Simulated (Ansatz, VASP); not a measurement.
**ZnS: VASP beside Ansatz**

The input POSCAR:

```
ZnS
1.0
    0.0000000000      2.6945131952      2.6945131952
    2.6945131952      0.0000000000      2.6945131952
    2.6945131952      2.6945131952      0.0000000000
Zn S
1 1
Direct
    0.0136489597     -0.0136489597      0.0136489597
    0.7221656587      0.7778343413      0.7221656587
```

The input INCAR.step1:

```
  ALGO = Normal
  EDIFF = 1E-4
  ENCUT = 520
  GGA = PE
  ISMEAR = 0
  LASPH = True
  LCHARG = False
  LREAL = False
  LWAVE = True
  NBANDS = 16
  NELM = 80
  PREC = Accurate
  SIGMA = 0.05
```

The input INCAR.step2:

```
  ALGO = Normal
  EDIFF = 1E-6
  ENCUT = 520
  ISIF = 2
  ISMEAR = 0
  ISTART = 1
  LASPH = True
  LCHARG = False
  LMIXTAU = True
  LREAL = False
  LWAVE = False
  METAGGA = R2SCAN
  NBANDS = 16
  NELM = 80
  PREC = Accurate
  SIGMA = 0.05
```

KPOINTS

```
k-points
0
Gamma
  8 8 8
```

Input for Ansatz:

```yaml
crystal:
  lattice:
    - [0.0, 2.6945131952, 2.6945131952]
    - [2.6945131952, 0.0, 2.6945131952]
    - [2.6945131952, 2.6945131952, 0.0]
  atoms:
    - { symbol: Zn, position: [0.0136489597, -0.0136489597, 0.0136489597] }
    - { symbol: S, position: [0.7221656587, 0.7778343413, 0.7221656587] }
basis:
  ecutwfc: 500
kpoints:
  mp_grid: { grid: [8, 8, 8] }
hamiltonian:
  xc: r2scan
scf:
  occupations: { method: gaussian, width: 0.05 }
output:
  forces: true
  stress: true
  eigenvalues: true
```

Change from the starting cell: mode 4 (273.2 1/cm) frozen in, largest displacement -0.150 Å.

Alike in both runs: task single point; functional r2SCAN; k mesh 8 × 8 × 8; occupations gaussian, width 0.05 eV; no spin polarisation.

```csv
,VASP,Ansatz
version,VASP 6.6.1,Ansatz 0.2.0
potentials or method,"VASP PAW PBE potentials, release 64 (Zn, S), cutoff 520 eV","scalar-relativistic, plane waves, PAW"
valence electrons in the cell,18,18
```

```tsv
	VASP	Ansatz	Ansatz less VASP
gap on the k mesh at the Fermi level (eV)	2.65	2.64	-0.009
least direct gap on the mesh (eV)	2.65	2.64	-0.009
pressure (GPa)	1.8	1.7	-0.08
traceless stress, the component that is largest in VASP (GPa)	-5.45	-5.40	+0.057
rms of the force components (eV/Å)	0.744	0.739	-0.0047
```

VASP's potentials were made for PBE, not for r2SCAN. Atom by atom the forces differ by 0.005 eV/Å (rms over components).
